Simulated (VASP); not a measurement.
A run of VASP 6.6.1 is set up as follows.

The input INCAR:

```
  PREC = Accurate
  ENCUT = 520
  EDIFF = 1E-6
  ISMEAR = 0
  SIGMA = 0.1
  LREAL = F
  LASPH = T
  NELM = 100
  ALGO = Normal
  ISIF = 2
  LWAVE = F
  LCHARG = F
  GGA = PE
  NBANDS = 10
```

Contents of KPOINTS:

```
Automatic mesh
0
Gamma
  4 4 4
```

The input POSCAR:

```
Cs
1.0
    5.8540928500      0.0000000000      0.0000000000
    0.0000000000      5.8540928500      0.0000000000
    0.0000000000      0.0000000000      3.8988771300
Cs
1
Direct
    0.5000000000      0.5000000000      0.5000000000
```

Potentials or basis: VASP PAW PBE potentials, release 64 (Cs_sv).

The run is started by

```console
$ cat potpaw_PBE.64/Cs_sv/POTCAR > POTCAR
$ mpirun -np 1 vasp_std > vasp.out
```

What does it give for the band gap on the k mesh?

Zero (an odd number of electrons rules out a gap without spin polarisation).

Predict the pressure.

0.4 GPa.

Stress tensor (GPa, compression positive):
```
-0.51  0.00  0.00
 0.00 -0.51  0.00
 0.00  0.00  2.17
```

Caveat: the k points lie up to 0.40 Å⁻¹ apart, too coarse for converged energies and pressures of a metal; spin-orbit coupling is left out, which moves the levels of the heavy elements.
